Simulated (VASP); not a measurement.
C:

```
CELL_PARAMETERS angstrom
-2.11608 2.11608 1.15105
2.11608 -2.11608 1.15105
2.11608 2.11608 -1.15105
ATOMIC_POSITIONS crystal
C 0.75000 0.25000 0.50000
C 0.00000 0.00000 0.00000
```

This cell differs from its parent crystal: Sn replaced by C, lengths x 0.728, strained.

Base run:

- Program: VASP 6.6.1
- Functional: PBE
- Potentials or basis: VASP PAW PBE potentials, release 64 (C)
- Cutoff: 520 eV
- k mesh: 20 × 20 × 20
- Occupations: gaussian, width 0.1 eV
- Spin: no spin polarisation

Its results: band gap on the k mesh zero (bands 4 and 5 overlap by 4.76 eV); pressure -47.3 GPa.

The run is repeated on the same cell with these changes: k mesh from 20 × 20 × 20 to 8 × 8 × 8; further incar settings from ALGO = Normal; EDIFF = 1e-06; NBANDS = 11 to ALGO = Normal; EDIFF = 1e-07; NBANDS = 11. What comes out?

Band gap on the k mesh zero (bands 4 and 5 overlap by 3.76 eV); pressure -46.7 GPa.

Caveats: some runs use coarse meshes; the cell stands under tension (at least some runs).
